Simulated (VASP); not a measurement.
CdS:

```
CELL_PARAMETERS angstrom
4.16456 0.00000 0.00000
-2.08228 3.60661 0.00000
0.00000 0.00000 6.76624
ATOMIC_POSITIONS crystal
Cd 0.66667 0.33333 0.50005
Cd 0.33333 0.66667 0.00005
S 0.66667 0.33333 0.87695
S 0.33333 0.66667 0.37695
```

Base run:

```yaml
Program: VASP 6.6.1
Functional: PBE
Potentials_or_basis: VASP PAW PBE potentials, release 64 (Cd, S)
Cutoff: 520 eV
k_mesh: 6 × 6 × 4
Occupations: gaussian, width 0.01 eV
Spin: no spin polarisation
```

Its results: band gap on the k mesh 1.17 eV; pressure 1.7 GPa.

The run is repeated on the same cell with these changes: functional from PBE to r2SCAN. What comes out?

Band gap on the k mesh 1.63 eV; pressure 0.3 GPa.

Caveats: the PAW data sets were made with another functional, which shifts forces and pressure a little (at least some runs).

